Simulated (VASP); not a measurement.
A run of VASP 6.6.1 is set up as follows.

File INCAR:

```
SYSTEM = Sn4O7
PREC = Accurate ; ENCUT = 520
EDIFF = 1E-7 ; ISMEAR = 0
SIGMA = 0.05 ; LREAL = .False.
LASPH = .True. ; NELM = 100
ALGO = Normal ; ISIF = 2
LWAVE = .False. ; LCHARG = .False.
GGA = PE ; IVDW = 12
NELECT = 96.0 ; NBANDS = 60
KPAR = 4
```

Contents of KPOINTS:

```
regular mesh
0
Gamma
  6 6 6
  0 0 0
```

Contents of POSCAR:

```
Sn4O7
1.0
   -3.2376496260     -1.8692578831      4.2923370236
    3.2376496260     -1.8692578831      4.2923370236
    0.0000000000      3.7385157663      4.2923370236
Sn O
4 7
Direct
    0.5000000000      0.5000000000      0.5000000000
    0.0000000000      0.0000000000      0.5000000000
    0.0000000000      0.5000000000      0.0000000000
    0.5000000000      0.0000000000      0.0000000000
    0.7436146560      0.7436146560      0.2436146560
    0.7436146560      0.2436146560      0.7436146560
    0.2436146560      0.7436146560      0.7436146560
    0.7563853440      0.7563853440      0.7563853440
    0.2563853440      0.2563853440      0.7563853440
    0.2563853440      0.7563853440      0.2563853440
    0.6651838336      0.2899451430      0.2579368477
```

Potentials or basis: VASP PAW PBE potentials, release 64 (Sn_d, O).

Command:

```sh
$ cat potpaw_PBE.64/Sn_d/POTCAR potpaw_PBE.64/O/POTCAR > POTCAR
$ mpirun -np 4 vasp_std > vasp.out
```

(1) Predict the largest force.

(2) Predict the dispersion energy per atom.

Answers

(1) 4.129 eV/Å.

(2) -0.201 eV.

Caveat: the cell carries a net charge on a neutralising background, which shifts energy and pressure; the cell differs from its parent crystal (atoms taken out, atom 11 moved -0.167 of the way to it and +0.167 Å across, host rigid).
